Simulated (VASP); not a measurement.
# Si in VASP: notebook

The runs below take Si through single point, relaxation of cell and atoms, with PBEsol.

Program: VASP 6.6.1. These are calculated values, not measurements. Logs are shortened: lines on timing, memory, paths and dates and some standing lists are left out, and cuts for length are marked.

## Step 1: The cell of the first run

Symmetry: R-3m, No. 166, trigonal system. Conventional cell: a = 3.842 Å, b = 3.842 Å, c = 9.411 Å, α = 90.00°, β = 90.00°, γ = 120.00°. Within 3.1 Å of Si (site symmetry 3m) lie 4 Si at 2.35 to 2.37 Å.

## Step 2: Single point, PBEsol (atom 1 moved by [0.01, 0.01, 0.01] A)

INCAR reads:

```
PREC     = Accurate       # precision mode
ENCUT    = 520            # plane-wave cutoff, eV
EDIFF    = 1E-6           # SCF threshold, eV
ISMEAR   = 0              # smearing method
SIGMA    = 0.01           # smearing width, eV
LREAL    = F              # projectors in reciprocal space
LASPH    = T              # aspherical terms in the spheres
NELM     = 60             # most SCF steps
ALGO     = Normal         # electronic algorithm
ISIF     = 2              # what is computed and relaxed
LWAVE    = F              # write WAVECAR
LCHARG   = T              # write CHGCAR
GGA      = PS             # functional
LELF     = T              # ELF
LVHAR    = T            
NBANDS   = 11             # bands
```

KPOINTS reads:

```
Automatic mesh
0
Gamma
  8 8 8
```

POSCAR reads:

```
Si
1.0
    0.0000000000      2.7167280764      2.7167280764
    2.7167280764      0.0000000000      2.7167280764
    2.7167280764      2.7167280764      0.0000000000
Si
2
Direct
    0.2518404492      0.2518404492      0.2518404492
    0.0000000000      0.0000000000      0.0000000000
```

Potentials or basis: VASP PAW PBE potentials, release 64 (Si).

Command:

```sh
cat potpaw_PBE.64/Si/POTCAR > POTCAR
mpirun -np 1 vasp_std > vasp.out
```

OUTCAR:

```text
PREC = Accurate
   ENCUT = 520
   EDIFF = 1E-6
   ISMEAR = 0
   LREAL = F
   LASPH = T
   NELM = 60
   ISIF = 2
   GGA = PS

 ion  position               nearest neighbor table
   1  0.252  0.252  0.252-   2 2.35   2 2.35   2 2.35   2 2.37
   2  0.000  0.000  0.000-   1 2.35   1 2.35   1 2.35   1 2.37

  LATTYP: Found a face centered cubic cell.
 ALAT       =     5.4334561528

  Lattice vectors:

 A1 = (   0.0000000000,   2.7167280764,   2.7167280764)
 A2 = (   2.7167280764,   0.0000000000,   2.7167280764)
 A3 = (   2.7167280764,   2.7167280764,   0.0000000000)

Analysis of symmetry for initial positions (statically):
=====================================================================
 Subroutine PRICEL returns:
 Original cell was already a primitive cell.

 Routine SETGRP: Setting up the symmetry group for a
 face centered cubic supercell.

 Subroutine GETGRP returns: Found 12 space group operations
 (whereof  6 operations were pure point group operations)
 out of a pool of 48 trial point group operations.

The static configuration has the point symmetry C_3v.
 The point group associated with its full space group is D_3d.

Analysis of symmetry for dynamics (positions and initial velocities):
=====================================================================
 Subroutine PRICEL returns:
 Original cell was already a primitive cell.

 Routine SETGRP: Setting up the symmetry group for a
 face centered cubic supercell.

 Subroutine GETGRP returns: Found 12 space group operations
 (whereof  6 operations were pure point group operations)
 out of a pool of 48 trial point group operations.

The dynamic configuration has the point symmetry C_3v.
 The point group associated with its full space group is D_3d.

 Subroutine INISYM returns: Found 12 space group operations
 (whereof  6 operations are pure point group operations),
 and found     1 'primitive' translations

----------------------------------------------------------------------------------------

                                     Primitive cell

  volume of cell :      40.1022

  direct lattice vectors                    reciprocal lattice vectors
     0.000000000  2.716728076  2.716728076    -0.184044919  0.184044919  0.184044919
     2.716728076  0.000000000  2.716728076     0.184044919 -0.184044919  0.184044919
     2.716728076  2.716728076  0.000000000     0.184044919  0.184044919 -0.184044919

  length of vectors
     3.842033691  3.842033691  3.842033691     0.318775151  0.318775151  0.318775151

  position of ions in fractional coordinates (direct lattice)
     0.251840449  0.251840449  0.251840449
     0.000000000  0.000000000  0.000000000

  ion indices of the primitive-cell ions
   primitive index   ion index
                 1           1
                 2           2

----------------------------------------------------------------------------------------

 KPOINTS: Automatic mesh

Automatic generation of k-mesh.
 Grid dimensions read from file:
 generate k-points for:    8    8    8

 Generating k-lattice:

  Cartesian coordinates                     Fractional coordinates (reciprocal lattice)
    -0.023005615  0.023005615  0.023005615     0.125000000  0.000000000  0.000000000
     0.023005615 -0.023005615  0.023005615     0.000000000  0.125000000  0.000000000
     0.023005615  0.023005615 -0.023005615     0.000000000  0.000000000  0.125000000

  Length of vectors
     0.039846894  0.039846894  0.039846894

  Shift w.r.t. Gamma in fractional coordinates (k-lattice)
     0.000000000  0.000000000  0.000000000

 Subroutine IBZKPT returns following result:
 ===========================================

 Found     65 irreducible k-points:

 Following reciprocal coordinates:
            Coordinates               Weight
  0.000000  0.000000  0.000000      1.000000
  0.125000  0.000000  0.000000      6.000000
  0.125000  0.125000  0.125000      2.000000
  0.250000  0.000000  0.000000      6.000000
  0.250000  0.250000  0.250000      2.000000
  0.375000  0.000000  0.000000      6.000000
[... 16 lines left out ...]
 -0.250000  0.125000  0.000000     12.000000
  0.125000  0.125000  0.375000      6.000000
 [... further k-points ...]
   k-points           NKPTS =     65   k-points in BZ     NKDIM =     65   number of bands    NBANDS=     11
   number of dos      NEDOS =    301   number of ions     NIONS =      2
   total plane-waves  NPLWV =  27000
   dimension x,y,z NGX =    30 NGY =   30 NGZ =   30
   dimension x,y,z NGXF=    60 NGYF=   60 NGZF=   60
   ions per type =               2
   NGX,Y,Z   is equivalent  to a cutoff of  12.98, 12.98, 12.98 a.u.
   NGXF,Y,Z  is equivalent  to a cutoff of  25.96, 25.96, 25.96 a.u.
 SYSTEM =  unknown system
   PREC   = accura    normal or accurate (medium, high low for compatibility)
   ISTART =      0    job   : 0-new  1-cont  2-samecut
   ICHARG =      2    charge: 1-file 2-atom 10-const
   ISPIN  =      1    spin polarized calculation?
   LNONCOLLINEAR =      F non collinear calculations
   LSORBIT =      F    spin-orbit coupling
   LASPH  =      T    aspherical Exc in radial PAW
   ENCUT  =  520.0 eV  38.22 Ry    6.18 a.u.   7.14  7.14  7.14*2*pi/ulx,y,z
   NELM   =     60;   NELMIN=  2; NELMDL= -5     # of ELM steps
   EDIFF  = 0.1E-05   stopping-criterion for ELM
   LREAL  =      F    real-space projection
   EDIFFG = 0.1E-04   stopping-criterion for IOM
   NSW    =      0    number of steps for IOM
   IBRION =     -1    ionic relax: 0-MD 1-quasi-New 2-CG
   NFREE  =      0    steps in history (QN), initial steepest desc. (CG)
   ISIF   =      2    stress and relaxation
   ISYM   =      2    0-nonsym 1-usesym 2-fastsym
   POTIM  = 0.5000    time-step for ionic-motion
   TEBEG  =    0.0;   TEEND  =   0.0 temperature during run
   PSTRESS=    0.0 pullay stress
   NELECT =       8.0000    total number of electrons
   NUPDOWN=      -1.0000    fix difference up-down
   EMIN   =  10.00;   EMAX   =-10.00  energy-range for DOS
   EFERMI =   0.00;   METHOD = LEGACY
   ISMEAR =     0;   SIGMA  =   0.01  broadening in eV -4-tet -1-fermi 0-gaus
   EFERMI_NEDOS =   21; number of points for ismear=-14 and -15
   IALGO  =     38    algorithm
   IMIX   =      4    mixing-type and parameters
     AMIX     =   0.40;   BMIX     =  1.00
     AMIX_MAG =   1.60;   BMIX_MAG =  1.00
  volume/ion in A,a.u.               =      20.05       135.31
  Fermi-wavevector in a.u.,A,eV,Ry     =   0.956567  1.807649 12.449605  0.915020
  Thomas-Fermi vector in A             =   2.085507
   LORBIT       =      0    0 simple, 1 ext, 2 COOP (PROOUT), +10 PAW based schemes
   GGA     = PS    functional components
   LHFCALC =     F    Hartree Fock is set to
   AEXX    =    0.0000 exact exchange contribution
   IVDW    =     0    specifies the selected vdW correction
   LEPSILON=     F    determine dielectric tensor
   LRPA    =     F    only Hartree local field effects (RPA)
 non-spin polarized calculation
 Gauss-broadening in eV      SIGMA  =   0.01
  energy-cutoff  :      520.00
  volume of cell :       40.10
 maximum number of plane-waves:      1106
 NGX is ok and might be reduce to    30
   NGX = 15   NGY = 15   NGZ = 15

 number of electron       8.0000000 magnetization

 Free energy of the ion-electron system (eV)
  ---------------------------------------------------
  ext. energy  EPLUGINS =         0.00000000
  ---------------------------------------------------
  free energy    TOTEN  =       -11.48713795 eV

  energy without entropy =      -11.48713795  energy(sigma->0) =      -11.48713795

 E-fermi :   5.9291     XC(G=0):  -9.5471

 val. band max:        5.8724300350   @ k =   0.0000   0.0000   0.0000
 cond. band min:       6.2802485004   @ k =   0.3750   0.3750   0.0000
 fundamental gap:      0.4078184654
 Fermi energy:         5.9290557306

 k-point     1 :       0.0000    0.0000    0.0000
  band No.  band energies     occupation
      1      -6.2044      2.00000
      2       5.7284      2.00000
      3       5.7284      2.00000
      4       5.8724      2.00000
      5       8.2364      0.00000
      6       8.3194      0.00000
      7       8.3194      0.00000
      8       9.0826      0.00000
      9      13.4634      0.00000
     10      13.4634      0.00000
     11      13.4788      0.00000

 k-point     2 :       0.1250    0.0000    0.0000
  band No.  band energies     occupation
      1      -5.9994      2.00000
      2       4.1424      2.00000
      3       5.4393      2.00000
      4       5.5540      2.00000
      5       8.2265      0.00000
      6       8.6803      0.00000
      7       8.7536      0.00000
      8      10.4262      0.00000
      9      12.9512      0.00000
     10      12.9555      0.00000
     11      14.2843      0.00000

 k-point     3 :       0.1250    0.1250    0.1250
  band No.  band energies     occupation
      1      -6.0007      2.00000
      2       4.2239      2.00000
      3       5.4478      2.00000
      4       5.4478      2.00000
      5       8.1850      0.00000
      6       8.7279      0.00000
      7       8.7279      0.00000
      8      10.4486      0.00000
      9      12.9752      0.00000
     10      12.9752      0.00000
     11      14.2908      0.00000
[... 267 lines left out ...]
 k-point    23 :      -0.2500    0.1250    0.0000
  band No.  band energies     occupation
      1      -4.9466      2.00000
      2       1.1064      2.00000
      3       3.4326      2.00000
      4       5.0368      2.00000
      5       8.4430      0.00000
      6       9.3687      0.00000
      7       9.5914      0.00000
      8      11.9741      0.00000
      9      12.1775      0.00000
     10      15.4354      0.00000
     11      15.7599      0.00000

 k-point    24 :       0.1250    0.1250    0.3750
  band No.  band energies     occupation
      1      -4.9507      2.00000
      2       1.1294      2.00000
      3       3.4674      2.00000
      4       4.9584      2.00000
      5       8.4255      0.00000
      6       9.4577      0.00000
      7       9.5444      0.00000
      8      11.9686      0.00000
      9      12.1488      0.00000
     10      15.4335      0.00000
     11      15.8289      0.00000

 [... further k-points ...]

------------------------ aborting loop because EDIFF is reached ----------------------------------------

  FORCE on cell =-STRESS in cart. coord.  units (eV):
  Direction    XX          YY          ZZ          XY          YZ          ZX
  --------------------------------------------------------------------------------------
  -------------------------------------------------------------------------------------
  Total        0.0346202      0.0346202      0.0346202     -0.0965320     -0.0965320     -0.0965320
  in kB        1.3831579      1.3831579      1.3831579     -3.8566769     -3.8566769     -3.8566769
  external PRESSURE =       1.3831579 kB  Pullay stress =       0.0000000 kB

 VOLUME and BASIS-vectors are now :
 -----------------------------------------------------------------------------
  energy-cutoff  :      520.00
  volume of cell :       40.10
      direct lattice vectors                 reciprocal lattice vectors
     0.000000000  2.716728076  2.716728076    -0.184044919  0.184044919  0.184044919
     2.716728076  0.000000000  2.716728076     0.184044919 -0.184044919  0.184044919
     2.716728076  2.716728076  0.000000000     0.184044919  0.184044919 -0.184044919

 POSITION                                       TOTAL-FORCE (eV/Angst)
 -----------------------------------------------------------------------------------
      1.36836      1.36836      1.36836        -0.130389     -0.130389     -0.130389
      0.00000      0.00000      0.00000         0.130389      0.130389      0.130389
 -----------------------------------------------------------------------------------
    total drift:                               -0.000000     -0.000000     -0.000000

  FREE ENERGIE OF THE ION-ELECTRON SYSTEM (eV)
  ---------------------------------------------------
  free  energy   TOTEN  =       -11.4871379494 eV

  energy  without entropy=      -11.4871379494  energy(sigma->0) =      -11.48713795
```

Run time: 13 s. Hardware: 1 thread of Intel Xeon 6975P-C (Granite Rapids), shared host; peak memory 0.16 GiB.

What came out:

- Free energy: -11.4871 eV
- Pressure: 0.1 GPa
- Largest force: 0.226 eV/Å
- Band gap on the k mesh: 0.41 eV, indirect (least direct gap 2.36 eV)

Forces in eV/Å, atoms in the order of the input:
```
Si  -0.130 -0.130 -0.130
Si   0.130  0.130  0.130
```

Levels at points of the mesh, in eV from the valence-band top:
| k point | band 1 | band 2 | band 3 | band 4 | band 5 | band 6 | band 7 | band 8 | band 9 |
| --- | --- | --- | --- | --- | --- | --- | --- | --- | --- |
| (0.00, 0.00, 0.00) | -12.08 | -0.14 | -0.14 | 0.00 | 2.36 | 2.45 | 2.45 | 3.21 | 7.59 |
| (0.50, 0.00, 0.00) | -9.72 | -7.13 | -1.34 | -1.24 | 1.37 | 3.13 | 3.24 | 7.42 | 10.39 |
| (0.50, 0.50, 0.50) | -9.76 | -7.03 | -1.32 | -1.32 | 1.35 | 3.15 | 3.15 | 7.39 | 10.48 |
| (0.50, 0.50, 0.00) | -7.95 | -7.89 | -2.98 | -2.95 | 0.47 | 0.52 | 9.95 | 9.96 | 10.83 |

Caveat: the cell differs from its parent crystal (atom 1 moved by [0.01, 0.01, 0.01] A); the PAW data sets were made with another functional, which shifts forces and pressure a little.

(Continued in part 2 of 2.)
